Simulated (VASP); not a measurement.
# BN in VASP: a series of runs

BN is run at these levels: PBE+D3(BJ); tasks: single point.

Program: VASP 6.6.1. These are calculated values, not measurements. Logs are shortened: lines on timing, memory, paths and dates and some standing lists are left out, and cuts for length are marked.

## Step 1: The cell of the first run

The cell holds a slab with vacuum, 4 atoms: a = 2.509 Å, b = 2.509 Å, c = 32.600 Å, α = 90.00°, β = 90.00°, γ = 60.00°.

## Step 2: Single point, PBE+D3(BJ)

The input, INCAR:

```
  PREC = Accurate
  ENCUT = 520
  EDIFF = 1E-6
  ISMEAR = 0
  SIGMA = 0.02
  LREAL = False
  LASPH = True
  NELM = 80
  ALGO = Normal
  ISIF = 2
  LWAVE = False
  LCHARG = False
  LDIPOL = True
  IDIPOL = 3
  DIPOL = 0.5 0.5 0.500
  GGA = PE
  IVDW = 12
  NBANDS = 16
```

The input, KPOINTS:

```
regular mesh
0
Gamma
  10 10 1
```

The input, POSCAR:

```
BN
1.0
    2.5087542034      0.0014369843      0.0000000000
    1.2531178291      2.1733719020      0.0000000000
    0.0000000000      0.0000000000     32.6000000000
B N
2 2
Direct
    0.4999824924      0.4999824924      0.4483643344
    0.9999824924      0.4999824924      0.5516356656
    0.8333785184      0.8331905151      0.4483216843
    0.3333785184      0.8331905151      0.5516783157
```

Potentials or basis: VASP PAW PBE potentials, release 64 (B, N).

Launch:

```console
$ cat potpaw_PBE.64/B/POTCAR potpaw_PBE.64/N/POTCAR > POTCAR
$ mpirun -np 1 vasp_std > vasp.out
```

OUTCAR:

```text
PREC = Accurate
   ENCUT = 520
   EDIFF = 1E-6
   ISMEAR = 0
   LREAL = False
   LASPH = True
   NELM = 80
   ISIF = 2
   GGA = PE
   IVDW = 12
 IVDW          = 12

 ion  position               nearest neighbor table
   1  0.500  0.500  0.448-   3 1.45   3 1.45   3 1.45
   2  1.000  0.500  0.552-   4 1.45   4 1.45   4 1.45
   3  0.833  0.833  0.448-   1 1.45   1 1.45   1 1.45
   4  0.333  0.833  0.552-   2 1.45   2 1.45   2 1.45

  LATTYP: Found a hexagonal cell.
 ALAT       =     2.5087546149
 C/A-ratio  =    12.9944952790

  Lattice vectors:

 A1 = (  -1.2531178291,  -2.1733719020,   0.0000000000)
 A2 = (   2.5087542034,   0.0014369843,   0.0000000000)
 A3 = (   0.0000000000,   0.0000000000,  32.6000000000)

Analysis of symmetry for initial positions (statically):
=====================================================================
 Subroutine PRICEL returns:
 Original cell was already a primitive cell.

 Routine SETGRP: Setting up the symmetry group for a
 hexagonal supercell.

 Subroutine GETGRP returns: Found  4 space group operations
 (whereof  1 operations were pure point group operations)
 out of a pool of 24 trial point group operations.

The static configuration has the point symmetry C_1 .
 The point group associated with its full space group is C_2v.

Analysis of symmetry for dynamics (positions and initial velocities):
=====================================================================
 Subroutine PRICEL returns:
 Original cell was already a primitive cell.

 Routine SETGRP: Setting up the symmetry group for a
 hexagonal supercell.

 Subroutine GETGRP returns: Found  4 space group operations
 (whereof  1 operations were pure point group operations)
 out of a pool of 24 trial point group operations.

The dynamic configuration has the point symmetry C_1 .
 The point group associated with its full space group is C_2v.

 Subroutine INISYM returns: Found  4 space group operations
 (whereof  1 operations are pure point group operations),
 and found     1 'primitive' translations

----------------------------------------------------------------------------------------

                                     Primitive cell

  volume of cell :     177.6914

  direct lattice vectors                    reciprocal lattice vectors
     2.508754203  0.001436984  0.000000000     0.398735900 -0.229902239  0.000000000
     1.253117829  2.173371902  0.000000000    -0.000263635  0.460266540  0.000000000
     0.000000000  0.000000000 32.600000000     0.000000000  0.000000000  0.030674847

  length of vectors
     2.508754615  2.508754615 32.600000000     0.460266616  0.460266616  0.030674847

  position of ions in fractional coordinates (direct lattice)
     0.499982492  0.499982492  0.448364334
     0.999982492  0.499982492  0.551635666
     0.833378518  0.833190515  0.448321684
     0.333378518  0.833190515  0.551678316

  ion indices of the primitive-cell ions
   primitive index   ion index
                 1           1
                 2           2
                 3           3
                 4           4

----------------------------------------------------------------------------------------

 KPOINTS: regular mesh

Automatic generation of k-mesh.
 Grid dimensions read from file:
 generate k-points for:   10   10    1

 Generating k-lattice:

  Cartesian coordinates                     Fractional coordinates (reciprocal lattice)
     0.039873590 -0.022990224  0.000000000     0.100000000  0.000000000  0.000000000
    -0.000026364  0.046026654  0.000000000     0.000000000  0.100000000  0.000000000
     0.000000000  0.000000000  0.030674847     0.000000000  0.000000000  1.000000000

  Length of vectors
     0.046026662  0.046026662  0.030674847

  Shift w.r.t. Gamma in fractional coordinates (k-lattice)
     0.000000000  0.000000000  0.000000000

 Subroutine IBZKPT returns following result:
 ===========================================

 Found     31 irreducible k-points:

 Following reciprocal coordinates:
            Coordinates               Weight
  0.000000  0.000000  0.000000      1.000000
  0.100000 -0.000000  0.000000      4.000000
 -0.000000  0.100000  0.000000      2.000000
  0.200000 -0.000000  0.000000      4.000000
 -0.000000  0.200000  0.000000      2.000000
  0.300000  0.000000  0.000000      4.000000
[... 16 lines left out ...]
  0.400000  0.200000  0.000000      2.000000
  0.200000  0.400000  0.000000      4.000000
 [... further k-points ...]
   k-points           NKPTS =     31   k-points in BZ     NKDIM =     31   number of bands    NBANDS=     16
   number of dos      NEDOS =    301   number of ions     NIONS =      4
   total plane-waves  NPLWV = 100000
   dimension x,y,z NGX =    20 NGY =   20 NGZ =  250
   dimension x,y,z NGXF=    40 NGYF=   40 NGZF=  500
   ions per type =               2   2
   NGX,Y,Z   is equivalent  to a cutoff of  13.25, 13.25, 12.75 a.u.
   NGXF,Y,Z  is equivalent  to a cutoff of  26.51, 26.51, 25.50 a.u.
 SYSTEM =  unknown system
   PREC   = accura    normal or accurate (medium, high low for compatibility)
   ISTART =      0    job   : 0-new  1-cont  2-samecut
   ICHARG =      2    charge: 1-file 2-atom 10-const
   ISPIN  =      1    spin polarized calculation?
   LNONCOLLINEAR =      F non collinear calculations
   LSORBIT =      F    spin-orbit coupling
   LASPH  =      T    aspherical Exc in radial PAW
   ENCUT  =  520.0 eV  38.22 Ry    6.18 a.u.   4.66  4.66 60.61*2*pi/ulx,y,z
   NELM   =     80;   NELMIN=  2; NELMDL= -5     # of ELM steps
   EDIFF  = 0.1E-05   stopping-criterion for ELM
   LREAL  =      F    real-space projection
   EDIFFG = 0.1E-04   stopping-criterion for IOM
   NSW    =      0    number of steps for IOM
   IBRION =     -1    ionic relax: 0-MD 1-quasi-New 2-CG
   NFREE  =      0    steps in history (QN), initial steepest desc. (CG)
   ISIF   =      2    stress and relaxation
   ISYM   =      2    0-nonsym 1-usesym 2-fastsym
   POTIM  = 0.5000    time-step for ionic-motion
   TEBEG  =    0.0;   TEEND  =   0.0 temperature during run
   PSTRESS=    0.0 pullay stress
   NELECT =      16.0000    total number of electrons
   NUPDOWN=      -1.0000    fix difference up-down
   EMIN   =  10.00;   EMAX   =-10.00  energy-range for DOS
   EFERMI =   0.00;   METHOD = LEGACY
   ISMEAR =     0;   SIGMA  =   0.02  broadening in eV -4-tet -1-fermi 0-gaus
   EFERMI_NEDOS =   21; number of points for ismear=-14 and -15
   IALGO  =     38    algorithm
   IMIX   =      4    mixing-type and parameters
     AMIX     =   0.40;   BMIX     =  1.00
     AMIX_MAG =   1.60;   BMIX_MAG =  1.00
  volume/ion in A,a.u.               =      44.42       299.78
  Fermi-wavevector in a.u.,A,eV,Ry     =   0.733769  1.386622  7.325608  0.538417
  Thomas-Fermi vector in A             =   1.826559
   LORBIT       =      0    0 simple, 1 ext, 2 COOP (PROOUT), +10 PAW based schemes
   GGA     = PE    functional components
   LHFCALC =     F    Hartree Fock is set to
   AEXX    =    0.0000 exact exchange contribution
   IVDW    =    12    specifies the selected vdW correction
   LEPSILON=     F    determine dielectric tensor
   LRPA    =     F    only Hartree local field effects (RPA)
 non-spin polarized calculation
 Gauss-broadening in eV      SIGMA  =   0.02
  energy-cutoff  :      520.00
  volume of cell :      177.69
 maximum number of plane-waves:      4825
   NGX =  9   NGY =  9   NGZ =121

 dipolmoment           0.000000      0.000000      0.000000 electrons x Angstroem

 number of electron      16.0000000 magnetization

 dipolmoment           0.000000      0.000000     -0.000000 electrons x Angstroem

 Free energy of the ion-electron system (eV)
  ---------------------------------------------------
  ext. energy  EPLUGINS =         0.00000000
  ---------------------------------------------------
  free energy    TOTEN  =       -35.17966412 eV

  energy without entropy =      -35.17966412  energy(sigma->0) =      -35.17966412

 E-fermi :  -4.1322     XC(G=0):  -2.3584

 val. band max:       -4.2241716842   @ k =   0.3000  -0.4000   0.0000
 cond. band min:       0.0604987802   @ k =  -0.0000   0.5000   0.0000
 fundamental gap:      4.2846704645
 Fermi energy:        -4.1322031557

 k-point     1 :       0.0000    0.0000    0.0000
  band No.  band energies     occupation
      1     -21.8893      2.00000
      2     -21.7575      2.00000
      3      -9.8862      2.00000
      4      -8.9102      2.00000
      5      -5.5405      2.00000
      6      -5.5295      2.00000
[... 8 lines left out ...]
     15       2.8722      0.00000
     16       3.8265      0.00000

 k-point     2 :       0.1000   -0.0000    0.0000
  band No.  band energies     occupation
      1     -21.6964      2.00000
      2     -21.5678      2.00000
      3      -9.6237      2.00000
      4      -8.6618      2.00000
      5      -6.3207      2.00000
      6      -6.3122      2.00000
[... 8 lines left out ...]
     15       3.1817      0.00000
     16       4.0999      0.00000

 k-point     3 :      -0.0000    0.1000    0.0000
  band No.  band energies     occupation
      1     -21.6964      2.00000
      2     -21.5676      2.00000
      3      -9.6241      2.00000
      4      -8.6611      2.00000
      5      -6.3264      2.00000
      6      -6.3007      2.00000
[... 8 lines left out ...]
     15       3.1820      0.00000
     16       4.0991      0.00000
[... 362 lines left out ...]
 k-point    23 :       0.4000    0.2000    0.0000
  band No.  band energies     occupation
      1     -19.7825      2.00000
      2     -19.6937      2.00000
      3     -10.6830      2.00000
      4     -10.6665      2.00000
      5      -8.9276      2.00000
      6      -8.8819      2.00000
[... 8 lines left out ...]
     15       5.9443      0.00000
     16       6.5726      0.00000

 k-point    24 :       0.2000    0.4000    0.0000
  band No.  band energies     occupation
      1     -19.7842      2.00000
      2     -19.6908      2.00000
      3     -10.6922      2.00000
      4     -10.6595      2.00000
      5      -8.9058      2.00000
      6      -8.9041      2.00000
[... 8 lines left out ...]
     15       5.9447      0.00000
     16       6.5858      0.00000

 [... further k-points ...]

------------------------ aborting loop because EDIFF is reached ----------------------------------------

 vacuum level on the upper side and lower side of the slab       (xc-potential included)        -0.009        -0.009

 Edisp (eV)   -0.41993

 E8    (eV) :    -0.1295

  FORCE on cell =-STRESS in cart. coord.  units (eV):
  Direction    XX          YY          ZZ          XY          YZ          ZX
  --------------------------------------------------------------------------------------
  -------------------------------------------------------------------------------------
  Total      -0.02750    -0.12715    -0.02347     0.00006     0.00000     0.00000
  in kB      -0.24792    -1.14648    -0.21160     0.00052     0.00000     0.00000
  external pressure =       -0.54 kB  Pullay stress =        0.00 kB

 VOLUME and BASIS-vectors are now :
 -----------------------------------------------------------------------------
  energy-cutoff  :      520.00
  volume of cell :      177.69
      direct lattice vectors                 reciprocal lattice vectors
     2.508754203  0.001436984  0.000000000     0.398735900 -0.229902239  0.000000000
     1.253117829  2.173371902  0.000000000    -0.000263635  0.460266540  0.000000000
     0.000000000  0.000000000 32.600000000     0.000000000  0.000000000  0.030674847

 POSITION                                       TOTAL-FORCE (eV/Angst)
 -----------------------------------------------------------------------------------
      1.88087      1.08737     14.61668         0.000002     -0.003640     -0.005179
      3.13525      1.08808     17.98332         0.000002     -0.003640      0.005179
      3.13483      1.81203     14.61529        -0.000002      0.003640      0.001334
      1.88045      1.81131     17.98471        -0.000002      0.003640     -0.001334
 -----------------------------------------------------------------------------------
    total drift:                                0.000628      0.000005      0.000001

  FREE ENERGIE OF THE ION-ELECTRON SYSTEM (eV)
  ---------------------------------------------------
  free  energy   TOTEN  =       -35.5995915720 eV

  energy  without entropy=      -35.5995915720  energy(sigma->0) =      -35.59959157

 vacuum level on the upper side and lower side of the slab         1.642         1.642
```

It took 76 s on 1 thread of Intel Xeon 6975P-C (Granite Rapids), shared host; peak memory 0.34 GiB.

What came out:

```
Free energy                : -35.5996 eV
Largest force              : 0.006 eV/Å
Band gap on the k mesh     : 4.28 eV, indirect (least direct gap 4.59 eV)
Dispersion energy per atom : -0.105 eV
```

Forces in eV/Å, atoms in the order of the input:
```
B    0.000 -0.004 -0.005
B    0.000 -0.004  0.005
N    0.000  0.004  0.001
N    0.000  0.004 -0.001
```

## Step 3: Single point, PBE+D3(BJ), collinear spin

This run uses another cell than the first one: it holds 8 atoms, not 4.

The input, INCAR:

```
  PREC = Accurate
  ENCUT = 520
  EDIFF = 1E-6
  ISMEAR = 0
  SIGMA = 0.05
  LREAL = F
  LASPH = T
  NELM = 150
  ALGO = Normal
  ISIF = 2
  LWAVE = F
  LCHARG = F
  ISPIN = 2
  MAGMOM = 1 0 0 1 1 0 0 1
  LORBIT = 11
  LDIPOL = T
  IDIPOL = 3
  DIPOL = 0.5 0.5 0.500
  GGA = PE
  IVDW = 12
  NBANDS = 30
```

The input, KPOINTS:

```
regular mesh
0
Gamma
  12 12 1
```

The input, POSCAR:

```
BN
1.0
    2.5051851807      0.0000000000      0.0000000000
    1.2500915888      2.1709960408      0.0000000000
    0.0000000000      0.0000000000     25.0184465684
B N
4 4
Direct
    0.4998931263      0.4998931263      0.2997788044
    0.9998931263      0.9998931263      0.4332596015
    0.4998931263      0.4998931263      0.5667403985
    0.9998931263      0.9998931263      0.7002211956
    0.8334068837      0.8334068837      0.2997788044
    0.3334068837      0.3334068837      0.4332596015
    0.8334068837      0.8334068837      0.5667403985
    0.3334068837      0.3334068837      0.7002211956
```

Potentials or basis: VASP PAW PBE potentials, release 64 (B, N).

Launch:

```console
$ cat potpaw_PBE.64/B/POTCAR potpaw_PBE.64/N/POTCAR > POTCAR
$ mpirun -np 1 vasp_std > vasp.out
```

Wall time 11 min (1 thread of Intel Xeon Platinum 8259CL at 2.50GHz (Skylake/Cascade Lake), shared host); peak memory 0.47 GiB.

Results (log left out):

```
Free energy                                           : -71.3081 eV
Largest force                                         : 0.023 eV/Å
Band gap on the k mesh                                : 3.84 eV, indirect (least direct gap 4.23 eV)
Net moment                                            : 0.00 μB per cell
Valence electrons inside the program's atomic spheres : B 2.17; N 4.02
Dispersion energy per atom                            : -0.123 eV
```

Forces in eV/Å, atoms in the order of the input:
```
B    0.007  0.004  0.015
B    0.000  0.000  0.003
B    0.000  0.000 -0.003
B    0.007  0.004 -0.015
N   -0.007 -0.004 -0.022
N    0.000  0.000  0.002
N    0.000  0.000 -0.002
N   -0.007 -0.004  0.022
```

Levels at points of the mesh, in eV from the valence-band top:
Spin up:
```tsv
k point	band 13	band 14	band 15	band 16	band 17	band 18	band 19	band 20
(0.00, 0.00, 0.00)	-1.42	-1.42	-1.41	-1.41	4.78	4.97	5.77	6.48
(0.50, 0.00, 0.00)	-1.06	-1.06	-1.01	-1.01	4.65	4.65	4.79	4.79
(0.50, 0.50, 0.00)	-1.49	-1.19	-0.81	-0.50	3.84	4.34	5.03	5.69
```
Spin down:
```csv
k point,band 12,band 13,band 14,band 15,band 16,band 17,band 18,band 19,band 20,band 21
"(0.00, 0.00, 0.00)",-1.43,-1.42,-1.42,-1.41,-1.41,4.79,4.98,5.81,6.54,6.91
"(0.50, 0.00, 0.00)",-4.20,-1.06,-1.06,-1.01,-1.01,4.65,4.65,4.79,4.79,9.64
"(0.50, 0.50, 0.00)",-4.21,-1.49,-1.19,-0.81,-0.50,3.84,4.34,5.03,5.69,9.45
```
